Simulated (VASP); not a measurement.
# ZrS (Fmmm) in VASP: further runs

ZrS is run at these levels: PBEsol; tasks: single point.

Everything below comes from runs of VASP 6.6.1. Logs are shortened: lines on timing, memory, paths and dates and some standing lists are left out, and cuts for length are marked.

## 1. The cell of the first run

Symmetry: Fmmm, No. 69, orthorhombic system. Conventional cell: a = 4.935 Å, b = 5.250 Å, c = 5.565 Å, α = 90.00°, β = 90.00°, γ = 90.00°. Zr (site symmetry mmm) has 6 S at 2.47 to 2.78 Å within 3.3 Å. Within 3.3 Å of S (site symmetry mmm) lie 6 Zr at 2.47 to 2.78 Å.

## 2. Single point, PBEsol (strain -0.0600 x Voigt [1, -1, 0, 0, 0, 0])

File INCAR:

```
ALGO = Normal ; EDIFF = 1E-7
ENCUT = 520 ; GGA = PS
ISIF = 2 ; ISMEAR = 0
LASPH = True ; LCHARG = True
LELF = True ; LREAL = False
LVHAR = True ; LWAVE = False
NBANDS = 16 ; NELM = 80
PREC = Accurate ; SIGMA = 0.15
```

File KPOINTS:

```
k-points
0
Gamma
  16 16 16
```

File POSCAR:

```
ZrS
1.0
    0.0000000000      2.7825000000      2.6250000000
    2.4675000000      0.0000000000      2.6250000000
    2.4675000000      2.7825000000      0.0000000000
Zr S
1 1
Direct
    0.0000000000      0.0000000000      0.0000000000
    0.5000000000      0.5000000000      0.5000000000
```

Potentials or basis: VASP PAW PBE potentials, release 64 (Zr_sv, S).

Command:

```console
> cat potpaw_PBE.64/Zr_sv/POTCAR potpaw_PBE.64/S/POTCAR > POTCAR
> mpirun -np 1 vasp_std > vasp.out
```

OUTCAR:

```text
EDIFF = 1E-7
   ENCUT = 520
   GGA = PS
   ISIF = 2
   ISMEAR = 0
   LASPH = True
   LREAL = False
   NELM = 80
   PREC = Accurate

 ion  position               nearest neighbor table
   1  0.000  0.000  0.000-   2 2.47   2 2.47   2 2.62   2 2.62   2 2.78   2 2.78
   2  0.500  0.500  0.500-   1 2.47   1 2.47   1 2.62   1 2.62   1 2.78   1 2.78

  LATTYP: Found a face centered orthorhombic cell.
 ALAT       =     4.9350000000
 B/A-ratio  =     1.0638297872
 C/A-ratio  =     1.1276595745

  Lattice vectors:

 A1 = (   0.0000000000,   2.7825000000,  -2.6250000000)
 A2 = (   2.4675000000,   2.7825000000,   0.0000000000)
 A3 = (   2.4675000000,   0.0000000000,  -2.6250000000)

Analysis of symmetry for initial positions (statically):
=====================================================================
 Subroutine PRICEL returns:
 Original cell was already a primitive cell.

 Routine SETGRP: Setting up the symmetry group for a
 face centered orthorhombic supercell.

 Subroutine GETGRP returns: Found  8 space group operations
 (whereof  8 operations were pure point group operations)
 out of a pool of  8 trial point group operations.

The static configuration has the point symmetry D_2h.

Analysis of symmetry for dynamics (positions and initial velocities):
=====================================================================
 Subroutine PRICEL returns:
 Original cell was already a primitive cell.

 Routine SETGRP: Setting up the symmetry group for a
 face centered orthorhombic supercell.

 Subroutine GETGRP returns: Found  8 space group operations
 (whereof  8 operations were pure point group operations)
 out of a pool of  8 trial point group operations.

The dynamic configuration has the point symmetry D_2h.

 Subroutine INISYM returns: Found  8 space group operations
 (whereof  8 operations are pure point group operations),
 and found     1 'primitive' translations

----------------------------------------------------------------------------------------

                                     Primitive cell

  volume of cell :      36.0455

  direct lattice vectors                    reciprocal lattice vectors
     0.000000000  2.782500000  2.625000000    -0.202634245  0.179694519  0.190476190
     2.467500000  0.000000000  2.625000000     0.202634245 -0.179694519  0.190476190
     2.467500000  2.782500000  0.000000000     0.202634245  0.179694519 -0.190476190

  length of vectors
     3.825301459  3.602663078  3.718986757     0.331107138  0.331107138  0.331107138

  position of ions in fractional coordinates (direct lattice)
     0.000000000  0.000000000  0.000000000
     0.500000000  0.500000000  0.500000000

  ion indices of the primitive-cell ions
   primitive index   ion index
                 1           1
                 2           2

----------------------------------------------------------------------------------------

 KPOINTS: k-points

Automatic generation of k-mesh.
 Grid dimensions read from file:
 generate k-points for:   16   16   16

 Generating k-lattice:

  Cartesian coordinates                     Fractional coordinates (reciprocal lattice)
    -0.012664640  0.011230907  0.011904762     0.062500000  0.000000000  0.000000000
     0.012664640 -0.011230907  0.011904762     0.000000000  0.062500000  0.000000000
     0.012664640  0.011230907 -0.011904762    -0.000000000 -0.000000000  0.062500000

  Length of vectors
     0.020694196  0.020694196  0.020694196

  Shift w.r.t. Gamma in fractional coordinates (k-lattice)
     0.000000000  0.000000000  0.000000000

 Subroutine IBZKPT returns following result:
 ===========================================

 Found    621 irreducible k-points:

 Following reciprocal coordinates:
            Coordinates               Weight
  0.000000  0.000000  0.000000      1.000000
  0.062500  0.000000 -0.000000      8.000000
  0.125000  0.000000 -0.000000      8.000000
  0.187500  0.000000 -0.000000      8.000000
  0.250000  0.000000 -0.000000      8.000000
  0.312500  0.000000 -0.000000      8.000000
[... 16 lines left out ...]
 -0.125000  0.062500  0.000000      8.000000
 -0.062500  0.062500  0.000000      4.000000
 [... further k-points ...]
   k-points           NKPTS =    621   k-points in BZ     NKDIM =    621   number of bands    NBANDS=     16
   number of dos      NEDOS =    301   number of ions     NIONS =      2
   total plane-waves  NPLWV =  21952
   dimension x,y,z NGX =    28 NGY =   28 NGZ =   28
   dimension x,y,z NGXF=    56 NGYF=   56 NGZF=   56
   ions per type =               1   1
   NGX,Y,Z   is equivalent  to a cutoff of  12.17, 12.92, 12.52 a.u.
   NGXF,Y,Z  is equivalent  to a cutoff of  24.34, 25.84, 25.03 a.u.
 SYSTEM =  unknown system
   PREC   = accura    normal or accurate (medium, high low for compatibility)
   ISTART =      0    job   : 0-new  1-cont  2-samecut
   ICHARG =      2    charge: 1-file 2-atom 10-const
   ISPIN  =      1    spin polarized calculation?
   LNONCOLLINEAR =      F non collinear calculations
   LSORBIT =      F    spin-orbit coupling
   LASPH  =      T    aspherical Exc in radial PAW
   ENCUT  =  520.0 eV  38.22 Ry    6.18 a.u.   7.11  6.70  6.91*2*pi/ulx,y,z
   NELM   =     80;   NELMIN=  2; NELMDL= -5     # of ELM steps
   EDIFF  = 0.1E-06   stopping-criterion for ELM
   LREAL  =      F    real-space projection
   EDIFFG = 0.1E-05   stopping-criterion for IOM
   NSW    =      0    number of steps for IOM
   IBRION =     -1    ionic relax: 0-MD 1-quasi-New 2-CG
   NFREE  =      0    steps in history (QN), initial steepest desc. (CG)
   ISIF   =      2    stress and relaxation
   ISYM   =      2    0-nonsym 1-usesym 2-fastsym
   POTIM  = 0.5000    time-step for ionic-motion
   TEBEG  =    0.0;   TEEND  =   0.0 temperature during run
   PSTRESS=    0.0 pullay stress
   NELECT =      18.0000    total number of electrons
   NUPDOWN=      -1.0000    fix difference up-down
   EMIN   =  10.00;   EMAX   =-10.00  energy-range for DOS
   EFERMI =   0.00;   METHOD = LEGACY
   ISMEAR =     0;   SIGMA  =   0.15  broadening in eV -4-tet -1-fermi 0-gaus
   EFERMI_NEDOS =   21; number of points for ismear=-14 and -15
   IALGO  =     38    algorithm
   IMIX   =      4    mixing-type and parameters
     AMIX     =   0.40;   BMIX     =  1.00
     AMIX_MAG =   1.60;   BMIX_MAG =  1.00
  volume/ion in A,a.u.               =      18.02       121.62
  Fermi-wavevector in a.u.,A,eV,Ry     =   1.298818  2.454411 22.952068  1.686929
  Thomas-Fermi vector in A             =   2.430122
   LORBIT       =      0    0 simple, 1 ext, 2 COOP (PROOUT), +10 PAW based schemes
   GGA     = PS    functional components
   LHFCALC =     F    Hartree Fock is set to
   AEXX    =    0.0000 exact exchange contribution
   IVDW    =     0    specifies the selected vdW correction
   LEPSILON=     F    determine dielectric tensor
   LRPA    =     F    only Hartree local field effects (RPA)
 non-spin polarized calculation
 Gauss-broadening in eV      SIGMA  =   0.15
  energy-cutoff  :      520.00
  volume of cell :       36.05
 maximum number of plane-waves:       989
   NGX = 15   NGY = 13   NGZ = 13

 number of electron      18.0000000 magnetization

 Free energy of the ion-electron system (eV)
  ---------------------------------------------------
  ext. energy  EPLUGINS =         0.00000000
  ---------------------------------------------------
  free energy    TOTEN  =       -16.28978101 eV

  energy without entropy =      -16.27534103  energy(sigma->0) =      -16.28256102

 E-fermi :  10.5928     XC(G=0): -11.4599

 val. band max:       10.5889854355   @ k =  -0.2500   0.1250   0.0000
 cond. band min:      10.5958057022   @ k =   0.2500   0.3750   0.1250
 fundamental gap:      0.0068202668
 Fermi energy:        10.5927684465

 k-point     1 :       0.0000    0.0000    0.0000
  band No.  band energies     occupation
      1     -39.2081      2.00000
      2     -17.2639      2.00000
      3     -17.2067      2.00000
      4     -17.1855      2.00000
      5      -5.2287      2.00000
      6       6.9969      2.00000
[... 8 lines left out ...]
     15      17.8490      0.00000
     16      22.2593      0.00000

 k-point     2 :       0.0625    0.0000   -0.0000
  band No.  band energies     occupation
      1     -39.2070      2.00000
      2     -17.2717      2.00000
      3     -17.2123      2.00000
      4     -17.1894      2.00000
      5      -5.1760      2.00000
      6       6.7330      2.00000
[... 8 lines left out ...]
     15      18.0163      0.00000
     16      22.0009      0.00000

 k-point     3 :       0.1250    0.0000   -0.0000
  band No.  band energies     occupation
      1     -39.2040      2.00000
      2     -17.3015      2.00000
      3     -17.2229      2.00000
      4     -17.1977      2.00000
      5      -5.0234      2.00000
      6       6.0611      2.00000
[... 8 lines left out ...]
     15      18.4321      0.00000
     16      21.3329      0.00000

 k-point     4 :       0.1875    0.0000   -0.0000
  band No.  band energies     occupation
      1     -39.1995      2.00000
      2     -17.3567      2.00000
      3     -17.2297      2.00000
      4     -17.2079      2.00000
      5      -4.7860      2.00000
      6       5.2464      2.00000
[... 8 lines left out ...]
     15      18.6963      0.00000
     16      20.8169      0.00000
[... 324 lines left out ...]
 k-point    22 :      -0.1875    0.0625    0.0000
  band No.  band energies     occupation
      1     -39.1971      2.00000
      2     -17.3811      2.00000
      3     -17.2369      2.00000
      4     -17.2154      2.00000
      5      -4.6516      2.00000
      6       4.8651      2.00000
[... 8 lines left out ...]
     15      18.7519      0.00000
     16      19.9787      0.00000

 k-point    23 :      -0.1250    0.0625    0.0000
  band No.  band energies     occupation
      1     -39.2018      2.00000
      2     -17.3241      2.00000
      3     -17.2272      2.00000
      4     -17.2064      2.00000
      5      -4.9064      2.00000
      6       5.6173      2.00000
[... 8 lines left out ...]
     15      18.6823      0.00000
     16      20.8404      0.00000

 k-point    24 :      -0.0625    0.0625    0.0000
  band No.  band energies     occupation
      1     -39.2053      2.00000
      2     -17.2877      2.00000
      3     -17.2160      2.00000
      4     -17.1975      2.00000
      5      -5.0874      2.00000
      6       6.2759      2.00000
[... 8 lines left out ...]
     15      18.2702      0.00000
     16      21.9873      0.00000

 [... further k-points ...]

------------------------ aborting loop because EDIFF is reached ----------------------------------------

  FORCE on cell =-STRESS in cart. coord.  units (eV):
  Direction    XX          YY          ZZ          XY          YZ          ZX
  --------------------------------------------------------------------------------------
  -------------------------------------------------------------------------------------
  Total        3.4961255     -3.3329133     -1.4412786      0.0000000      0.0000000      0.0000000
  in kB      155.3981902   -148.1436210    -64.0629430      0.0000000      0.0000000      0.0000000
  external PRESSURE =     -18.9361246 kB  Pullay stress =       0.0000000 kB

 VOLUME and BASIS-vectors are now :
 -----------------------------------------------------------------------------
  energy-cutoff  :      520.00
  volume of cell :       36.05
      direct lattice vectors                 reciprocal lattice vectors
     0.000000000  2.782500000  2.625000000    -0.202634245  0.179694519  0.190476190
     2.467500000  0.000000000  2.625000000     0.202634245 -0.179694519  0.190476190
     2.467500000  2.782500000  0.000000000     0.202634245  0.179694519 -0.190476190

 POSITION                                       TOTAL-FORCE (eV/Angst)
 -----------------------------------------------------------------------------------
      0.00000      0.00000      0.00000         0.000000     -0.000000      0.000000
      2.46750      2.78250      2.62500         0.000000      0.000000     -0.000000
 -----------------------------------------------------------------------------------
    total drift:                               -0.000000      0.000000      0.000000

  FREE ENERGIE OF THE ION-ELECTRON SYSTEM (eV)
  ---------------------------------------------------
  free  energy   TOTEN  =       -16.2897810134 eV

  energy  without entropy=      -16.2753410298  energy(sigma->0) =      -16.28256102
```

Wall time 10 min (1 thread of Intel Xeon 8259CL, shared host); peak memory 0.45 GiB.

What came out:

* Free energy: -16.2898 eV
* Pressure: -1.9 GPa
* Band gap on the k mesh: zero (bands 9 and 10 overlap by 2.77 eV)

Stress tensor (GPa, compression positive):
```
 15.54   0.00   0.00
  0.00 -14.81   0.00
  0.00   0.00  -6.41
```

Levels at points of the mesh, in eV from the Fermi level:
```csv
k point,band 7,band 8,band 9,band 10,band 11,band 12
"(0.00, 0.00, 0.00)",-3.50,-3.26,-1.92,-1.30,-1.14,-0.68
"(0.50, 0.00, 0.00)",-6.05,-5.96,1.36,1.78,1.85,2.00
"(0.50, 0.50, 0.00)",-4.38,-4.29,-3.38,0.35,1.94,2.74
"(0.50, 0.00, 0.50)",-4.19,-4.05,-3.49,0.23,2.28,2.46
"(0.00, 0.50, 0.50)",-4.70,-4.64,-3.39,0.83,1.97,2.56
```

Caveat: the cell differs from its parent crystal (strain -0.0600 x Voigt [1, -1, 0, 0, 0, 0]); the PAW data sets were made with another functional, which shifts forces and pressure a little.

## 3. Single point, PBEsol (strain +0.0450 x Voigt [1, -1, 0, 0, 0, 0])

File INCAR:

```
PREC = Accurate ; ENCUT = 520
EDIFF = 1E-6 ; ISMEAR = 0
SIGMA = 0.15 ; LREAL = False
LASPH = True ; NELM = 80
ALGO = Normal ; ISIF = 2
LWAVE = False ; LCHARG = False
GGA = PS ; NBANDS = 16
```

File KPOINTS:

```
Automatic mesh
0
Gamma
  16 16 16
```

File POSCAR:

```
ZrS
1.0
    0.0000000000      2.5068750000      2.6250000000
    2.7431250000      0.0000000000      2.6250000000
    2.7431250000      2.5068750000      0.0000000000
Zr S
1 1
Direct
    0.0000000000      0.0000000000      0.0000000000
    0.5000000000      0.5000000000      0.5000000000
```

Potentials or basis: VASP PAW PBE potentials, release 64 (Zr_sv, S).

Command:

```console
> cat potpaw_PBE.64/Zr_sv/POTCAR potpaw_PBE.64/S/POTCAR > POTCAR
> mpirun -np 1 vasp_std > vasp.out
```

OUTCAR:

```text
PREC = Accurate
   ENCUT = 520
   EDIFF = 1E-6
   ISMEAR = 0
   LREAL = False
   LASPH = True
   NELM = 80
   ISIF = 2
   GGA = PS

 ion  position               nearest neighbor table
   1  0.000  0.000  0.000-   2 2.51   2 2.51   2 2.62   2 2.62   2 2.74   2 2.74
   2  0.500  0.500  0.500-   1 2.51   1 2.51   1 2.62   1 2.62   1 2.74   1 2.74

  LATTYP: Found a face centered orthorhombic cell.
 ALAT       =     5.0137500000
 B/A-ratio  =     1.0471204188
 C/A-ratio  =     1.0942408377

[... 645 lines left out ...]
------------------------ aborting loop because EDIFF is reached ----------------------------------------

  FORCE on cell =-STRESS in cart. coord.  units (eV):
  Direction    XX          YY          ZZ          XY          YZ          ZX
  --------------------------------------------------------------------------------------
  -------------------------------------------------------------------------------------
  Total       -3.0458943      1.9264758     -1.4383448      0.0000000     -0.0000000      0.0000000
  in kB     -135.1723391     85.4941823    -63.8316399      0.0000000     -0.0000000      0.0000000
  external PRESSURE =     -37.8365989 kB  Pullay stress =       0.0000000 kB

 VOLUME and BASIS-vectors are now :
 -----------------------------------------------------------------------------
  energy-cutoff  :      520.00
  volume of cell :       36.10
      direct lattice vectors                 reciprocal lattice vectors
     0.000000000  2.506875000  2.625000000    -0.182273866  0.199451508  0.190476190
     2.743125000  0.000000000  2.625000000     0.182273866 -0.199451508  0.190476190
     2.743125000  2.506875000  0.000000000     0.182273866  0.199451508 -0.190476190

 POSITION                                       TOTAL-FORCE (eV/Angst)
 -----------------------------------------------------------------------------------
      0.00000      0.00000      0.00000         0.000000      0.000000      0.000000
      2.74313      2.50687      2.62500         0.000000      0.000000     -0.000000
 -----------------------------------------------------------------------------------
    total drift:                                0.000000      0.000000      0.000000

  FREE ENERGIE OF THE ION-ELECTRON SYSTEM (eV)
  ---------------------------------------------------
  free  energy   TOTEN  =       -16.3778688744 eV

  energy  without entropy=      -16.3629936307  energy(sigma->0) =      -16.37043125
```

stdout:

```text
POSCAR found type information on POSCAR ZrS
 POSCAR found :  2 types and       2 ions
 scaLAPACK will be used
 -----------------------------------------------------------------------------
|                                                                             |
|                                                                             |
|     You enforced a specific xc type in the INCAR file but a different       |
|     I HOPE YOU KNOW WHAT YOU ARE DOING!                                     |
|                                                                             |
 -----------------------------------------------------------------------------

 LDA part: xc-table for (Slater+PW92), standard interpolation
 POSCAR, INCAR and KPOINTS ok, starting setup
 FFT: planning ... GRIDC
 FFT: planning ... GRID_SOFT
 FFT: planning ... GRID
 WAVECAR not read
 entering main loop
```

Run time: 8.9 min. Hardware: 1 thread of Intel Xeon 8259CL, shared host; peak memory 0.44 GiB.

Results:

| Item | Value |
| --- | --- |
| Free energy | -16.3779 eV |
| Pressure | -3.8 GPa |
| Band gap on the k mesh | zero (bands 9 and 10 overlap by 2.81 eV) |

Levels at points of the mesh, in eV from the Fermi level:
| k point | band 5 | band 6 | band 7 | band 8 | band 9 | band 10 | band 11 | band 12 | band 13 | band 14 |
| --- | --- | --- | --- | --- | --- | --- | --- | --- | --- | --- |
| (0.00, 0.00, 0.00) | -15.82 | -3.59 | -3.50 | -3.35 | -1.79 | -1.33 | -0.99 | -0.86 | -0.63 | 2.19 |
| (0.50, 0.00, 0.00) | -14.21 | -8.02 | -6.02 | -5.96 | 1.37 | 1.67 | 1.86 | 1.91 | 4.96 | 5.43 |
| (0.50, 0.50, 0.00) | -14.98 | -6.25 | -4.42 | -4.36 | -3.41 | 0.41 | 2.05 | 2.65 | 2.88 | 3.46 |
| (0.50, 0.00, 0.50) | -14.94 | -5.90 | -4.65 | -4.62 | -3.41 | 0.73 | 2.09 | 2.50 | 2.84 | 3.44 |
| (0.00, 0.50, 0.50) | -15.03 | -6.47 | -4.26 | -4.18 | -3.48 | 0.30 | 2.29 | 2.47 | 2.87 | 3.39 |

Caveat: the cell differs from its parent crystal (strain +0.0450 x Voigt [1, -1, 0, 0, 0, 0]); the cell stands under tension; the PAW data sets were made with another functional, which shifts forces and pressure a little.

[end of part 1 of 2]
